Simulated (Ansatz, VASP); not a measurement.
# Two plane-wave programs on Bi

```
CELL_PARAMETERS angstrom
-1.73640 1.73640 2.17275
1.73640 -1.73640 2.17275
1.73640 1.73640 -2.17275
ATOMIC_POSITIONS crystal
Bi 0.00000 0.00000 0.00000
```

Alike in both runs: task single point; functional PBEsol; dispersion D3(BJ); k mesh 18 × 18 × 18; occupations gaussian, width 0.15 eV; no spin polarisation.

```csv
,VASP,Ansatz
version,VASP 6.6.1,Ansatz 0.2.0
potentials or method,"VASP PAW PBE potentials, release 64 (Bi_d), cutoff 520 eV","scalar-relativistic, plane waves, PAW"
valence electrons in the cell,15,15
```

```tsv
	VASP	Ansatz	Ansatz less VASP
gap on the k mesh at the Fermi level (eV)	none	none	-
pressure (GPa)	7.4	7.5	+0.03
traceless stress, the component that is largest in VASP (GPa)	-1.45	-1.46	-0.004
```

VASP's potentials were made for PBE, not for PBEsol. A gap of «none» marks a metal or a gap that the smearing closes.

Spin-orbit coupling is off throughout.
